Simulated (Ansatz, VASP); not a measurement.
# ZnS in VASP and in Ansatz

INCAR

```
PREC = Accurate
ENCUT = 520
EDIFF = 1E-7
ISMEAR = 0
SIGMA = 0.05
LREAL = False
LASPH = True
NELM = 100
ALGO = Normal
ISIF = 2
LWAVE = False
LCHARG = True
GGA = PE
LELF = True
LVHAR = True
NBANDS = 16
```

Contents of KPOINTS:

```
Automatic mesh
0
Gamma
  10 10 10
```

Contents of POSCAR:

```
ZnS
1.0
    0.0000000000      2.7046500000      2.7046500000
    2.7046500000      0.0000000000      2.7046500000
    2.7046500000      2.7046500000      0.0000000000
Zn S
1 1
Direct
   -0.0266832247     -0.0266832247     -0.0266832247
    0.7500000000      0.7500000000      0.7500000000
```

Input for Ansatz:

```yaml
crystal:
  lattice:
    - [0.0, 2.70465, 2.70465]
    - [2.70465, 0.0, 2.70465]
    - [2.70465, 2.70465, 0.0]
  atoms:
    - { symbol: Zn, position: [-0.0266832247, -0.0266832247, -0.0266832247] }
    - { symbol: S, position: [0.75, 0.75, 0.75] }
basis:
  ecutwfc: 420
kpoints:
  mp_grid: { grid: [10, 10, 10] }
hamiltonian:
  xc: pbe
scf:
  occupations: { method: gaussian, width: 0.05 }
output:
  forces: true
  stress: true
  eigenvalues: true
```

Change from the starting cell: all Zn atoms moved +0.250 Å, as atom 1 towards its neighbour atom 2 (S) at 2.342 Å.

Alike in both runs: task single point; functional PBE; k mesh 10 × 10 × 10; occupations gaussian, width 0.05 eV; no spin polarisation.

```csv
,VASP,Ansatz
version,VASP 6.6.1,Ansatz 0.2.0
potentials or method,"VASP PAW PBE potentials, release 64 (Zn, S), cutoff 520 eV","scalar-relativistic, plane waves, PAW"
valence electrons in the cell,18,18
```

VASP gave:

```
gap on the k mesh at the Fermi level (eV)                     : 2.01
least direct gap on the mesh (eV)                             : 2.01
pressure (GPa)                                                : 4.5
traceless stress, the component that is largest in VASP (GPa) : 5.74
rms of the force components (eV/Å)                            : 1.477
```

Q: Which values does Ansatz return?

A: gap on the k mesh at the Fermi level (eV): 2.00; least direct gap on the mesh (eV): 2.00; pressure (GPa): 4.3; traceless stress, the component that is largest in VASP (GPa): 5.70; rms of the force components (eV/Å): 1.471.

Atom by atom the forces differ by 0.007 eV/Å (rms over components). With one functional, cell and mesh, what is left measures potentials, basis and numerics.
